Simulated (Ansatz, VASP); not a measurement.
SnO in VASP and in Ansatz

```
Sn O
1.0
     3.82015    0.00030    0.00000
    -0.00031    3.82015    0.00000
     0.00000    0.00000   22.22607
Sn O
4 4
Cartesian
  3.8196 3.8202 4.5000
  1.9097 1.9100 6.8630
  1.9096 2.8651 10.8630
  -0.0003 0.9548 13.2261
  3.8198 1.9102 5.6815
  1.9096 3.8201 5.6815
  1.9098 0.9550 12.0446
  -0.0004 2.8649 12.0446
```

Alike in both runs: task single point; functional PBE; dispersion D3(BJ); k mesh 7 × 7 × 1; occupations gaussian, width 0.05 eV; no spin polarisation.

|  | VASP | Ansatz |
| --- | --- | --- |
| version | VASP 6.6.1 | Ansatz 0.2.0 |
| potentials or method | VASP PAW PBE potentials, release 64 (Sn_d, O), cutoff 520 eV | scalar-relativistic, plane waves, PAW |
| valence electrons in the cell | 80 | 80 |

```tsv
	VASP	Ansatz	Ansatz less VASP
gap on the k mesh at the Fermi level (eV)	2.27	2.28	+0.007
least direct gap on the mesh (eV)	2.51	2.52	+0.010
rms of the force components (eV/Å)	0.031	0.028	-0.0032
```

Ansatz's warnings: structure snapped to symmetry.
